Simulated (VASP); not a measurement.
# GaP (F-43m) in VASP: a series of runs

The runs below take GaP through relaxation of cell and atoms, single point, with HSE06.

All numbers are computed with VASP 6.6.1; they aren't measurements. Logs are shortened: lines on timing, memory, paths and dates and some standing lists are left out, and cuts for length are marked.

**What was measured.**

From “Stacking defects in GaP nanowires: Electronic structure and optical properties”, 2018, arxiv:1810.01194, for a bulk crystal of GaP at 10 K: band gap 2.34 eV (indirect).

The results are compared with them further down.

### 1 The cell of the first run

It takes space group F-43m (No. 216, cubic). The conventional cell has a = 5.451 Å, b = 5.451 Å, c = 5.451 Å, α = 90.00°, β = 90.00°, γ = 90.00°. Ga (site symmetry -43m) has 4 P at 2.36 Å within 3.1 Å. P (site symmetry -43m) has 4 Ga at 2.36 Å within 3.1 Å.

### 2 Relaxation of cell and atoms, HSE06

POSCAR

```
GaP
1.0
    0.0000000000      2.7252500000      2.7252500000
    2.7252500000      0.0000000000      2.7252500000
    2.7252500000      2.7252500000      0.0000000000
Ga P
1 1
Direct
    0.0000000000      0.0000000000      0.0000000000
    0.2500000000      0.2500000000      0.2500000000
```

INCAR.step1

```
PREC = Accurate
ENCUT = 600
EDIFF = 1E-5
ISMEAR = 0
SIGMA = 0.02
LREAL = False
LASPH = True
NELM = 100
ALGO = Normal
LWAVE = True
LCHARG = False
GGA = PE
NBANDS = 16
```

INCAR.step2

```
PREC = Accurate
ENCUT = 600
EDIFF = 1E-6
ISMEAR = 0
SIGMA = 0.02
LREAL = False
LASPH = True
NELM = 100
ALGO = Normal
ISIF = 3
LWAVE = False
LCHARG = False
GGA = PE
LHFCALC = True
HFSCREEN = 0.2079
PRECFOCK = Normal
IBRION = 2
NSW = 100
EDIFFG = -0.005
ISTART = 1
```

KPOINTS

```
Automatic mesh
0
Gamma
  6 6 6
```

Potentials or basis: VASP PAW PBE potentials, release 64 (Ga_d, P).

The run is started by

```
$ cat potpaw_PBE.64/Ga_d/POTCAR potpaw_PBE.64/P/POTCAR > POTCAR
$ cp INCAR.step1 INCAR
$ mpirun -np 1 vasp_std > vasp.out
$ cp INCAR.step2 INCAR
$ mpirun -np 1 vasp_std > vasp.out
```

OUTCAR:

```text
PREC = Accurate
   ENCUT = 600
   EDIFF = 1E-6
   ISMEAR = 0
   LREAL = False
   LASPH = True
   NELM = 100
   ISIF = 3
   GGA = PE
   LHFCALC = True
   HFSCREEN = 0.2079
   PRECFOCK = Normal
   IBRION = 2
   NSW = 100
   EDIFFG = -0.005
   ISTART = 1

 ion  position               nearest neighbor table
   1  0.000  0.000  0.000-   2 2.36   2 2.36   2 2.36   2 2.36
   2  0.250  0.250  0.250-   1 2.36   1 2.36   1 2.36   1 2.36

  LATTYP: Found a face centered cubic cell.
 ALAT       =     5.4505000000

  Lattice vectors:

 A1 = (   0.0000000000,   2.7252500000,   2.7252500000)
 A2 = (   2.7252500000,   0.0000000000,   2.7252500000)
 A3 = (   2.7252500000,   2.7252500000,   0.0000000000)

Analysis of symmetry for initial positions (statically):
=====================================================================
 Subroutine PRICEL returns:
 Original cell was already a primitive cell.

 Routine SETGRP: Setting up the symmetry group for a
 face centered cubic supercell.

 Subroutine GETGRP returns: Found 24 space group operations
 (whereof 24 operations were pure point group operations)
 out of a pool of 48 trial point group operations.

The static configuration has the point symmetry T_d .

Analysis of symmetry for dynamics (positions and initial velocities):
=====================================================================
 Subroutine PRICEL returns:
 Original cell was already a primitive cell.

 Routine SETGRP: Setting up the symmetry group for a
 face centered cubic supercell.

 Subroutine GETGRP returns: Found 24 space group operations
 (whereof 24 operations were pure point group operations)
 out of a pool of 48 trial point group operations.

The dynamic configuration has the point symmetry T_d .

 Subroutine INISYM returns: Found 24 space group operations
 (whereof 24 operations are pure point group operations),
 and found     1 'primitive' translations

----------------------------------------------------------------------------------------

                                     Primitive cell

  volume of cell :      40.4808

  direct lattice vectors                    reciprocal lattice vectors
     0.000000000  2.725250000  2.725250000    -0.183469406  0.183469406  0.183469406
     2.725250000  0.000000000  2.725250000     0.183469406 -0.183469406  0.183469406
     2.725250000  2.725250000  0.000000000     0.183469406  0.183469406 -0.183469406

  length of vectors
     3.854085511  3.854085511  3.854085511     0.317778334  0.317778334  0.317778334

  position of ions in fractional coordinates (direct lattice)
     0.000000000  0.000000000  0.000000000
     0.250000000  0.250000000  0.250000000

  ion indices of the primitive-cell ions
   primitive index   ion index
                 1           1
                 2           2

----------------------------------------------------------------------------------------

 KPOINTS: Automatic mesh

Automatic generation of k-mesh.
 Grid dimensions read from file:
 generate k-points for:    6    6    6

 Generating k-lattice:

  Cartesian coordinates                     Fractional coordinates (reciprocal lattice)
    -0.030578234  0.030578234  0.030578234     0.166666667  0.000000000  0.000000000
     0.030578234 -0.030578234  0.030578234     0.000000000  0.166666667  0.000000000
     0.030578234  0.030578234 -0.030578234     0.000000000  0.000000000  0.166666667

  Length of vectors
     0.052963056  0.052963056  0.052963056

  Shift w.r.t. Gamma in fractional coordinates (k-lattice)
     0.000000000  0.000000000  0.000000000

 Subroutine IBZKPT returns following result:
 ===========================================

 Found     16 irreducible k-points:

 Following reciprocal coordinates:
            Coordinates               Weight
  0.000000  0.000000  0.000000      1.000000
  0.166667  0.000000  0.000000      8.000000
  0.333333  0.000000  0.000000      8.000000
  0.500000  0.000000  0.000000      4.000000
  0.166667  0.166667  0.000000      6.000000
  0.333333  0.166667  0.000000     24.000000
[... 8 lines left out ...]
 -0.333333  0.333333  0.166667     24.000000
 -0.333333  0.500000  0.166667     12.000000
   k-points           NKPTS =     16   k-points in BZ     NKDIM =    216   number of bands    NBANDS=     13
   number of dos      NEDOS =    301   number of ions     NIONS =      2
   total plane-waves  NPLWV =  32768
   dimension x,y,z NGX =    32 NGY =   32 NGZ =   32
   dimension x,y,z NGXF=    64 NGYF=   64 NGZF=   64
   ions per type =               1   1
   NGX,Y,Z   is equivalent  to a cutoff of  13.80, 13.80, 13.80 a.u.
   NGXF,Y,Z  is equivalent  to a cutoff of  27.61, 27.61, 27.61 a.u.
 SYSTEM =  unknown system
   PREC   = accura    normal or accurate (medium, high low for compatibility)
   ISTART =      1    job   : 0-new  1-cont  2-samecut
   ICHARG =      0    charge: 1-file 2-atom 10-const
   ISPIN  =      1    spin polarized calculation?
   LNONCOLLINEAR =      F non collinear calculations
   LSORBIT =      F    spin-orbit coupling
   LASPH  =      T    aspherical Exc in radial PAW
   ENCUT  =  600.0 eV  44.10 Ry    6.64 a.u.   7.70  7.70  7.70*2*pi/ulx,y,z
   NELM   =    100;   NELMIN=  2; NELMDL=  0     # of ELM steps
   EDIFF  = 0.1E-05   stopping-criterion for ELM
   LREAL  =      F    real-space projection
   EDIFFG = -.5E-02   stopping-criterion for IOM
   NSW    =    100    number of steps for IOM
   IBRION =      2    ionic relax: 0-MD 1-quasi-New 2-CG
   NFREE  =      1    steps in history (QN), initial steepest desc. (CG)
   ISIF   =      3    stress and relaxation
   ISYM   =      3    0-nonsym 1-usesym 2-fastsym
   POTIM  = 0.5000    time-step for ionic-motion
   TEBEG  =    0.0;   TEEND  =   0.0 temperature during run
   PSTRESS=    0.0 pullay stress
   NELECT =      18.0000    total number of electrons
   NUPDOWN=      -1.0000    fix difference up-down
   EMIN   =  10.00;   EMAX   =-10.00  energy-range for DOS
   EFERMI =   0.00;   METHOD = LEGACY
   ISMEAR =     0;   SIGMA  =   0.02  broadening in eV -4-tet -1-fermi 0-gaus
   EFERMI_NEDOS =   21; number of points for ismear=-14 and -15
   IALGO  =     38    algorithm
   IMIX   =      1    mixing-type and parameters
     AMIX     =   0.40;   BMIX     =  1.00
     AMIX_MAG =   1.60;   BMIX_MAG =  1.00
  volume/ion in A,a.u.               =      20.24       136.59
  Fermi-wavevector in a.u.,A,eV,Ry     =   1.249538  2.361284 21.243377  1.561344
  Thomas-Fermi vector in A             =   2.383574
   LORBIT       =      0    0 simple, 1 ext, 2 COOP (PROOUT), +10 PAW based schemes
   GGA     = PE    functional components
   LHFCALC =     T    Hartree Fock is set to
   PRECFOCK=normal    Normal, Fast or Accurate (Low or Medium for compatibility)
   ENCUT4O =  -1.0   cutoff for four orbital integrals eV
   NKREDX  =     1    reduce k-point grid by
   NKREDY  =     1    reduce k-point grid by
   NKREDZ  =     1    reduce k-point grid by
   AEXX    =    0.2500 exact exchange contribution
   HFSCREEN=    0.2079 screening length (either q_TF or 0.3 A-1)
   HFSCREENC=   0.2079 screening length for correlation (either q_TF or 0.3 A-1)
   ENCUTFOCK=  -1.0 apply spherical cutoff to Coloumb kernel
   IVDW    =     0    specifies the selected vdW correction
   LEPSILON=     F    determine dielectric tensor
   LRPA    =     F    only Hartree local field effects (RPA)
 conjugate gradient relaxation of ions
 non-spin polarized calculation
 Gauss-broadening in eV      SIGMA  =   0.02
  energy-cutoff  :      600.00
  volume of cell :       40.48
 maximum number of plane-waves:      1363
  NGX = 24; NGY = 24; NGZ = 24

--------------------------------------- Ionic step        1  -------------------------------------------

 number of electron      18.0000003 magnetization

 Free energy of the ion-electron system (eV)
  ---------------------------------------------------
  ext. energy  EPLUGINS =         0.00000000
  ---------------------------------------------------
  free energy    TOTEN  =       -10.77998624 eV

  energy without entropy =      -10.77998624  energy(sigma->0) =      -10.77998624

------------------------ aborting loop because EDIFF is reached ----------------------------------------

  FORCE on cell =-STRESS in cart. coord.  units (eV):
  Direction    XX          YY          ZZ          XY          YZ          ZX
  --------------------------------------------------------------------------------------
  -------------------------------------------------------------------------------------
  Total        0.1397209      0.1397209      0.1397209      0.0000000      0.0000000      0.0000000
  in kB        5.5299699      5.5299699      5.5299699      0.0000000      0.0000000      0.0000000
  external PRESSURE =       5.5299699 kB  Pullay stress =       0.0000000 kB
[... 129 lines left out ...]
  energy  without entropy=      -10.7803641690  energy(sigma->0) =      -10.78036417

--------------------------------------- Ionic step        5  -------------------------------------------

 number of electron      18.0000001 magnetization

 Free energy of the ion-electron system (eV)
  ---------------------------------------------------
  ext. energy  EPLUGINS =         0.00000000
  ---------------------------------------------------
  free energy    TOTEN  =       -10.78036809 eV

  energy without entropy =      -10.78036809  energy(sigma->0) =      -10.78036809

 E-fermi :   4.2893     XC(G=0):  -8.1345

 val. band max:        4.1536647445   @ k =   0.0000   0.0000   0.0000
 cond. band min:       6.4586600540   @ k =   0.5000   0.5000   0.0000
 fundamental gap:      2.3049953095
 Fermi energy:         4.2893121431

 k-point     1 :       0.0000    0.0000    0.0000
  band No.  band energies     occupation
      1     -12.8932      2.00000
      2     -12.8932      2.00000
      3     -12.8932      2.00000
      4     -12.7939      2.00000
      5     -12.7939      2.00000
      6      -9.5776      2.00000
      7       4.1537      2.00000
      8       4.1537      2.00000
      9       4.1537      2.00000
     10       6.8933      0.00000
     11       8.9256      0.00000
     12       8.9256      0.00000
     13       8.9256      0.00000
[... 267 lines left out ...]
  FREE ENERGIE OF THE ION-ELECTRON SYSTEM (eV)
  ---------------------------------------------------
  free  energy   TOTEN  =       -10.7803680907 eV

  energy  without entropy=      -10.7803680907  energy(sigma->0) =      -10.78036809

 reached required accuracy - stopping structural energy minimisation
```

It took 62 min on 1 thread of Intel Xeon 6975P-C (Granite Rapids), shared host; peak memory 0.31 GiB.

Results:

```
Free energy                            : -10.7804 eV
Relaxed volume                         : 20.37 Å³/atom
Relaxed cell                           : a = 3.862 Å, b = 3.862 Å, c = 3.862 Å, α = 60.00°, β = 60.00°, γ = 60.00°
Space group after relaxing (to 0.05 Å) : F-43m (No. 216)
Energy gained by relaxing              : 0.2 meV/atom
Ionic steps                            : 5
Pressure after relaxing                : 0.0 GPa
Band gap on the k mesh                 : 2.31 eV, indirect (least direct gap 2.74 eV)
```

The path:
| step | energy change (eV) | largest force (eV/Å) | pressure (GPa) | volume (Å³) |
| --- | --- | --- | --- | --- |
| 1 | 0.0000 | 0.0000 | 0.55 | 40.48 |
| 2 | -0.0002 | 0.0000 | -0.43 | 40.89 |
| 3 | -0.0004 | 0.0000 | 0.08 | 40.72 |
| 4 | -0.0004 | 0.0000 | -0.09 | 40.75 |
| 5 | -0.0004 | 0.0000 | 0.03 | 40.73 |

Final structure:
```
Ga P
1.0
     0.00000    2.73084    2.73084
     2.73084    0.00000    2.73084
     2.73084    2.73084    0.00000
Ga P
1 1
Direct
  0.00000 0.00000 0.00000
  0.25000 0.25000 0.25000
```

Levels at points of the mesh, in eV from the valence-band top:
```csv
k point,band 6,band 7,band 8,band 9,band 10,band 11,band 12,band 13
"(0.00, 0.00, 0.00)",-13.73,0.00,0.00,0.00,2.74,4.77,4.77,4.77
"(0.50, 0.00, 0.00)",-11.52,-7.19,-1.20,-1.20,2.49,5.62,5.62,9.25
"(0.50, 0.50, 0.00)",-10.56,-7.30,-2.90,-2.90,2.31,2.57,12.01,12.01
```

Caveat: the PAW data sets were made with another functional, which shifts forces and pressure a little. A k mesh can miss the band edges.

[end of part 1 of 2]
